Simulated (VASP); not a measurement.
# LiWO2 (P-3m1) in VASP: notebook, part 2 of 2

VASP 6.6.1. The steps go on from the part before.

## 3. Relaxation of cell and atoms, PBE

The input, INCAR:

```
SYSTEM = LiWO2
PREC     = Accurate       ! precision mode
ENCUT    = 600            ! plane-wave cutoff, eV
EDIFF    = 1E-6           ! SCF threshold, eV
ISMEAR   = -1             ! smearing method
SIGMA    = 0.15           ! smearing width, eV
LREAL    = .FALSE.        ! projectors in reciprocal space
LASPH    = .TRUE.         ! aspherical terms in the spheres
NELM     = 80             ! most SCF steps
ALGO     = Normal         ! electronic algorithm
ISIF     = 3              ! what is computed and relaxed
LWAVE    = .FALSE.        ! write WAVECAR
LCHARG   = .FALSE.        ! write CHGCAR
GGA      = PE             ! functional
IBRION   = 2              ! ionic algorithm
NSW      = 80             ! ionic steps
EDIFFG   = -0.001         ! ionic threshold
```

The input, KPOINTS:

```
Automatic mesh
0
G
  21 21 8
  0 0 0
```

The input, POSCAR:

```
LiWO2
1.0
    2.7696569237      0.0000000000      0.0000000000
   -1.3848284619      2.3985932557      0.0000000000
    0.0000000000      0.0000000000      5.5851360424
Li W O
1 1 2
Direct
    0.0000000000      0.0000000000      0.5000000000
    0.0000000000      0.0000000000      0.0000000000
    0.3333333333      0.6666666667      0.2579262259
    0.6666666667      0.3333333333      0.7420737741
```

Potentials or basis: VASP PAW PBE potentials, release 64 (Li_sv, W_sv, O).

Started as:

```
cat potpaw_PBE.64/Li_sv/POTCAR potpaw_PBE.64/W_sv/POTCAR potpaw_PBE.64/O/POTCAR > POTCAR
mpirun -np 1 vasp_std > vasp.out
```

OUTCAR:

```text
SYSTEM = LiWO2
   PREC = Accurate
   ENCUT = 600
   EDIFF = 1E-6
   ISMEAR = -1
   LREAL = .FALSE.
   LASPH = .TRUE.
   NELM = 80
   ISIF = 3
   GGA = PE
   IBRION = 2
   NSW = 80
   EDIFFG = -0.001

 ion  position               nearest neighbor table
   1  0.000  0.000  0.500-   3 2.09   4 2.09   4 2.09   3 2.09   4 2.09   3 2.09   2 2.79   2 2.79

   2  0.000  0.000  0.000-   3 2.15   4 2.15   4 2.15   3 2.15   4 2.15   3 2.15   1 2.79   1 2.79

   3  0.333  0.667  0.258-   1 2.09   1 2.09   1 2.09   2 2.15   2 2.15   2 2.15
   4  0.667  0.333  0.742-   1 2.09   1 2.09   1 2.09   2 2.15   2 2.15   2 2.15

  LATTYP: Found a hexagonal cell.
 ALAT       =     2.7696569237
 C/A-ratio  =     2.0165443578

  Lattice vectors:

 A1 = (   2.7696569237,   0.0000000000,   0.0000000000)
 A2 = (  -1.3848284619,   2.3985932557,   0.0000000000)
 A3 = (   0.0000000000,   0.0000000000,   5.5851360424)

Analysis of symmetry for initial positions (statically):
=====================================================================
 Subroutine PRICEL returns:
 Original cell was already a primitive cell.

 Routine SETGRP: Setting up the symmetry group for a
 hexagonal supercell.

 Subroutine GETGRP returns: Found 12 space group operations
 (whereof 12 operations were pure point group operations)
 out of a pool of 24 trial point group operations.

The static configuration has the point symmetry D_3d.

Analysis of symmetry for dynamics (positions and initial velocities):
=====================================================================
 Subroutine PRICEL returns:
 Original cell was already a primitive cell.

 Routine SETGRP: Setting up the symmetry group for a
 hexagonal supercell.

 Subroutine GETGRP returns: Found 12 space group operations
 (whereof 12 operations were pure point group operations)
 out of a pool of 24 trial point group operations.

The dynamic configuration has the point symmetry D_3d.

 Subroutine INISYM returns: Found 12 space group operations
 (whereof 12 operations are pure point group operations),
 and found     1 'primitive' translations

----------------------------------------------------------------------------------------

                                     Primitive cell

  volume of cell :      37.1036

  direct lattice vectors                    reciprocal lattice vectors
     2.769656924  0.000000000  0.000000000     0.361055549  0.208455518  0.000000000
    -1.384828462  2.398593256  0.000000000     0.000000000  0.416911036  0.000000000
     0.000000000  0.000000000  5.585136042     0.000000000  0.000000000  0.179046668

  length of vectors
     2.769656924  2.769656924  5.585136042     0.416911036  0.416911036  0.179046668

  position of ions in fractional coordinates (direct lattice)
     0.000000000  0.000000000  0.500000000
     0.000000000  0.000000000  0.000000000
     0.333333333  0.666666667  0.257926226
     0.666666667  0.333333333  0.742073774

  ion indices of the primitive-cell ions
   primitive index   ion index
                 1           1
                 2           2
                 3           3
                 4           4

[... 26 lines left out ...]
 Following reciprocal coordinates:
            Coordinates               Weight
  0.000000  0.000000  0.000000      1.000000
  0.047619  0.000000  0.000000      6.000000
  0.095238  0.000000  0.000000      6.000000
  0.142857  0.000000  0.000000      6.000000
  0.190476  0.000000  0.000000      6.000000
  0.238095  0.000000  0.000000      6.000000
[... 16 lines left out ...]
  0.142857  0.095238  0.000000     12.000000
  0.190476  0.095238  0.000000     12.000000
 [... further k-points ...]
   k-points           NKPTS =    351   k-points in BZ     NKDIM =    351   number of bands    NBANDS=     18
   number of dos      NEDOS =    301   number of ions     NIONS =      4
   total plane-waves  NPLWV =  27648
   dimension x,y,z NGX =    24 NGY =   24 NGZ =   48
   dimension x,y,z NGXF=    48 NGYF=   48 NGZF=   96
   ions per type =               1   1   2
   NGX,Y,Z   is equivalent  to a cutoff of  14.41, 14.41, 14.29 a.u.
   NGXF,Y,Z  is equivalent  to a cutoff of  28.81, 28.81, 28.58 a.u.
 SYSTEM =  LiWO2
   PREC   = accura    normal or accurate (medium, high low for compatibility)
   ISTART =      0    job   : 0-new  1-cont  2-samecut
   ICHARG =      2    charge: 1-file 2-atom 10-const
   ISPIN  =      1    spin polarized calculation?
   LNONCOLLINEAR =      F non collinear calculations
   LSORBIT =      F    spin-orbit coupling
   LASPH  =      T    aspherical Exc in radial PAW
   ENCUT  =  600.0 eV  44.10 Ry    6.64 a.u.   5.53  5.53 11.15*2*pi/ulx,y,z
   NELM   =     80;   NELMIN=  2; NELMDL= -5     # of ELM steps
   EDIFF  = 0.1E-05   stopping-criterion for ELM
   LREAL  =      F    real-space projection
   EDIFFG = -.1E-02   stopping-criterion for IOM
   NSW    =     80    number of steps for IOM
   IBRION =      2    ionic relax: 0-MD 1-quasi-New 2-CG
   NFREE  =      1    steps in history (QN), initial steepest desc. (CG)
   ISIF   =      3    stress and relaxation
   ISYM   =      2    0-nonsym 1-usesym 2-fastsym
   POTIM  = 0.5000    time-step for ionic-motion
   TEBEG  =    0.0;   TEEND  =   0.0 temperature during run
   PSTRESS=    0.0 pullay stress
   NELECT =      29.0000    total number of electrons
   NUPDOWN=      -1.0000    fix difference up-down
   EMIN   =  10.00;   EMAX   =-10.00  energy-range for DOS
   EFERMI =   0.00;   METHOD = LEGACY
   ISMEAR =    -1;   SIGMA  =   0.15  broadening in eV -4-tet -1-fermi 0-gaus
   EFERMI_NEDOS =   21; number of points for ismear=-14 and -15
   IALGO  =     38    algorithm
   IMIX   =      4    mixing-type and parameters
     AMIX     =   0.40;   BMIX     =  1.00
     AMIX_MAG =   1.60;   BMIX_MAG =  1.00
  volume/ion in A,a.u.               =       9.28        62.60
  Fermi-wavevector in a.u.,A,eV,Ry     =   1.508002  2.849711 30.940620  2.274071
  Thomas-Fermi vector in A             =   2.618514
   LORBIT       =      0    0 simple, 1 ext, 2 COOP (PROOUT), +10 PAW based schemes
   GGA     = PE    functional components
   LHFCALC =     F    Hartree Fock is set to
   AEXX    =    0.0000 exact exchange contribution
   IVDW    =     0    specifies the selected vdW correction
   LEPSILON=     F    determine dielectric tensor
   LRPA    =     F    only Hartree local field effects (RPA)
 conjugate gradient relaxation of ions
 non-spin polarized calculation
  energy-cutoff  :      600.00
  volume of cell :       37.10
 maximum number of plane-waves:      1277
 NGX is ok and might be reduce to    24
   NGX = 11   NGY = 11   NGZ = 23

--------------------------------------- Ionic step        1  -------------------------------------------

 number of electron      29.0000008 magnetization

 Free energy of the ion-electron system (eV)
  ---------------------------------------------------
  ext. energy  EPLUGINS =         0.00000000
  ---------------------------------------------------
  free energy    TOTEN  =       -31.71921594 eV

  energy without entropy =      -31.65514433  energy(sigma->0) =      -31.68718013

------------------------ aborting loop because EDIFF is reached ----------------------------------------

  FORCE on cell =-STRESS in cart. coord.  units (eV):
  Direction    XX          YY          ZZ          XY          YZ          ZX
  --------------------------------------------------------------------------------------
  -------------------------------------------------------------------------------------
  Total        0.2917889      0.2917889      0.2611059     -0.0000000      0.0000000      0.0000000
  in kB       12.5997803     12.5997803     11.2748553     -0.0000000      0.0000000      0.0000000
  external PRESSURE =      12.1581386 kB  Pullay stress =       0.0000000 kB
[... 291 lines left out ...]
--------------------------------------- Ionic step        9  -------------------------------------------

 number of electron      29.0000009 magnetization

 Free energy of the ion-electron system (eV)
  ---------------------------------------------------
  ext. energy  EPLUGINS =         0.00000000
  ---------------------------------------------------
  free energy    TOTEN  =       -31.72021435 eV

  energy without entropy =      -31.65574966  energy(sigma->0) =      -31.68798201

 E-fermi :   8.3449     XC(G=0): -12.1206

 val. band max:        8.3445499890   @ k =   0.2857   0.1905   0.0000
 cond. band min:       8.3591039436   @ k =   0.3333   0.3333   0.1250
 fundamental gap:      0.0145539546
 Fermi energy:         8.3449175090

 k-point     1 :       0.0000    0.0000    0.0000
  band No.  band energies     occupation
      1     -66.8840      2.00000
      2     -37.4353      2.00000
      3     -31.3039      2.00000
      4     -30.5116      2.00000
      5     -30.5116      2.00000
      6     -12.5829      2.00000
[... 481 lines left out ...]
      5     -30.6811      2.00000
      6     -11.8274      2.00000
[... 10 lines left out ...]
     17      11.5428      0.00000
     18      11.8979      0.00000

 [... further k-points ...]
[... 5 lines left out ...]
  --------------------------------------------------------------------------------------
  -------------------------------------------------------------------------------------
  Total        0.0030996      0.0030996      0.0030105     -0.0000000      0.0000000      0.0000000
  in kB        0.1334672      0.1334672      0.1296311     -0.0000000      0.0000000      0.0000000
  external PRESSURE =       0.1321885 kB  Pullay stress =       0.0000000 kB
[... 19 lines left out ...]
  FREE ENERGIE OF THE ION-ELECTRON SYSTEM (eV)
  ---------------------------------------------------
  free  energy   TOTEN  =       -31.7202143549 eV

  energy  without entropy=      -31.6557496636  energy(sigma->0) =      -31.68798201

 reached required accuracy - stopping structural energy minimisation
```

Run time: 13 min. Hardware: 1 thread of Intel Xeon Platinum 8559C (Emerald Rapids), shared host; peak memory 0.42 GiB.

What came out:

| Item | Value |
| --- | --- |
| Free energy | -31.7202 eV |
| Relaxed volume | 9.30 Å³/atom |
| Relaxed cell | a = 2.774 Å, b = 2.774 Å, c = 5.583 Å, α = 90.00°, β = 90.00°, γ = 120.00° |
| Space group after relaxing (to 0.1 Å) | P-3m1 (No. 164) |
| Energy gained by relaxing | 0.2 meV/atom |
| Ionic steps | 9 |
| Pressure after relaxing | 0.0 GPa |
| Band gap on the k mesh | zero (an odd number of electrons rules out a gap without spin polarisation) |

Step by step:
| step | energy change (eV) | largest force (eV/Å) | pressure (GPa) | volume (Å³) |
| --- | --- | --- | --- | --- |
| 1 | 0.0000 | 0.1257 | 1.22 | 37.10 |
| 2 | 0.0009 | 0.1391 | -1.87 | 37.48 |
| 3 | -0.0009 | 0.0158 | -0.11 | 37.26 |
| 4 | -0.0009 | 0.0184 | -0.11 | 37.26 |
| 5 | -0.0010 | 0.0134 | -0.05 | 37.24 |
| 6 | -0.0010 | 0.0091 | -0.03 | 37.22 |
| 7 | -0.0010 | 0.0028 | -0.03 | 37.21 |
| 8 | -0.0010 | 0.0027 | 0.01 | 37.21 |
| 9 | -0.0010 | 0.0003 | 0.01 | 37.21 |

Final structure:
```xyz
4
Lattice="2.7740 0.0000 0.0000 -1.3870 2.4024 0.0000 0.0000 0.0000 5.5832" Properties=species:S:1:pos:R:3 pbc="T T T"
Li    0.0000    0.0000    2.7916
W     0.0000    0.0000    0.0000
O     0.0000    1.6016    1.4448
O     1.3870    0.8008    4.1384
```

Caveat: the cutoff is under 1.25 times the usual one of these potentials, so pressure, stress and relaxed cells hold a basis-set (Pulay) error; spin-orbit coupling is left out, which moves the levels of the heavy elements; an odd number of electrons without spin polarisation forces a metal; a magnetic or distorted state may lie lower.
